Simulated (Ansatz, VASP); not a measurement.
## One calculation of C, two programs

Contents of POSCAR:

```
C
1.0
    0.0000000000      1.7298980000      1.8101510000
    1.7298980000      0.0000000000      1.8101510000
    1.7298980000      1.7298980000      0.0000000000
C
2
Direct
    0.5000000000      0.5000000000      0.5000000000
    0.7500000000      0.7500000000      0.7500000000
```

Contents of INCAR.step1:

```
SYSTEM = C
PREC = Accurate ; ENCUT = 520
ISMEAR = 0 ; SIGMA = 0.05
LREAL = .FALSE. ; LASPH = .TRUE.
NELM = 100 ; NBANDS = 11
GGA = PE ; ALGO = Normal
EDIFF = 1E-4 ; LWAVE = .TRUE.
LCHARG = .FALSE.
```

The input INCAR.step2:

```
SYSTEM = C
PREC = Accurate ; ENCUT = 520
EDIFF = 1E-6 ; ISMEAR = 0
SIGMA = 0.05 ; LREAL = .FALSE.
LASPH = .TRUE. ; NELM = 100
ALGO = Normal ; ISIF = 2
LWAVE = .FALSE. ; LCHARG = .FALSE.
METAGGA = R2SCAN ; LMIXTAU = .TRUE.
NBANDS = 11 ; ISTART = 1
```

File KPOINTS:

```
regular mesh
0
G
  12 12 12
  0 0 0
```

Input for Ansatz:

```yaml
crystal:
  lattice:
    - [0.0, 1.729898, 1.810151]
    - [1.729898, 0.0, 1.810151]
    - [1.729898, 1.729898, 0.0]
  atoms:
    - { symbol: C, position: [0.5, 0.5, 0.5] }
    - { symbol: C, position: [0.75, 0.75, 0.75] }
basis:
  ecutwfc: 500
kpoints:
  mp_grid: { grid: [12, 12, 12] }
hamiltonian:
  xc: r2scan
scf:
  occupations: { method: gaussian, width: 0.05 }
output:
  forces: true
  stress: true
  eigenvalues: true
```

Change from the starting cell: strain -0.030 along x and y, +0.015 along z, atoms carried along.

Alike in both runs: task single point; functional r2SCAN; k mesh 12 × 12 × 12; occupations gaussian, width 0.05 eV; no spin polarisation.

|  | VASP | Ansatz |
| --- | --- | --- |
| version | VASP 6.6.1 | Ansatz 0.2.0 |
| potentials or method | VASP PAW PBE potentials, release 64 (C), cutoff 520 eV | scalar-relativistic, plane waves, PAW |
| valence electrons in the cell | 8 | 8 |

|  | VASP | Ansatz | Ansatz less VASP |
| --- | --- | --- | --- |
| gap on the k mesh at the Fermi level (eV) | 3.83 | 3.86 | +0.032 |
| least direct gap on the mesh (eV) | 5.52 | 5.57 | +0.048 |
| pressure (GPa) | 21.0 | 19.7 | -1.29 |
| traceless stress, the component that is largest in VASP (GPa) | -32.76 | -32.83 | -0.063 |

VASP's potentials were made for PBE, not for r2SCAN.
